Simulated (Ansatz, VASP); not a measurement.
**B2P3 in VASP and in Ansatz**

The input INCAR:

```
SYSTEM = B2P3
ALGO = Normal ; EDIFF = 1E-6
EDIFFG = -0.01 ; ENCUT = 600
GGA = PE ; IBRION = 2
ISIF = 3 ; ISMEAR = 0
LASPH = .True. ; LCHARG = .False.
LREAL = .False. ; LWAVE = .False.
NELM = 100 ; NSW = 100
PREC = Accurate ; SIGMA = 0.1
```

File KPOINTS:

```
k-points
0
Gamma
  12 12 6
  0 0 0
```

File POSCAR:

```
B2P3
1.0
    2.0639745112     -2.2878495394      0.0000000000
    2.0639745112      2.2878495394      0.0000000000
    0.0000000000      0.0000000000      5.9115092370
B P
2 3
Direct
    0.1899103587      0.8100896413      0.0000000000
    0.8100896413      0.1899103587      0.0000000000
    0.5000000000      0.5000000000      0.7541157264
    0.5000000000      0.5000000000      0.2458842736
    0.0000000000      0.0000000000      0.5000000000
```

Input for Ansatz:

```yaml
crystal:
  lattice:
    - [2.0639745112, -2.2878495394, 0.0]
    - [2.0639745112, 2.2878495394, 0.0]
    - [0.0, 0.0, 5.911509237]
  atoms:
    - { symbol: B, position: [0.1899103587, 0.8100896413, 0.0] }
    - { symbol: B, position: [0.8100896413, 0.1899103587, 0.0] }
    - { symbol: P, position: [0.5, 0.5, 0.7541157264] }
    - { symbol: P, position: [0.5, 0.5, 0.2458842736] }
    - { symbol: P, position: [0.0, 0.0, 0.5] }
basis:
  ecutwfc: 420
kpoints:
  mp_grid: { grid: [12, 12, 6] }
hamiltonian:
  xc: pbe
scf:
  occupations: { method: gaussian, width: 0.1 }
output:
  forces: true
  stress: true
  eigenvalues: true
relax:
  adjacent_minimum: "off"
  f_tol: 0.01
  max_steps: 80
  cell: { stress_tol: 0.05 }
```

Alike in both runs: task relaxation of cell and atoms; functional PBE; k mesh 12 × 12 × 6; occupations gaussian, width 0.1 eV; no spin polarisation.

|  | VASP | Ansatz |
| --- | --- | --- |
| version | VASP 6.6.1 | Ansatz 0.2.0 |
| potentials or method | VASP PAW PBE potentials, release 64 (B, P), cutoff 600 eV | scalar-relativistic, plane waves, PAW |
| valence electrons in the cell | 21 | 21 |

Ansatz gave:

- gap on the k mesh at the Fermi level, each at its own relaxed structure (eV): none
- relaxed volume (Å³/atom): 11.28
- relaxed cell length with the largest relative difference (Å): 5.965

Task: What did VASP give for the same quantities?

Result: gap on the k mesh at the Fermi level, each at its own relaxed structure (eV): none; relaxed volume (Å³/atom): 11.27; relaxed cell length with the largest relative difference (Å): 5.962.

A gap of «none» marks a metal or a gap that the smearing closes.
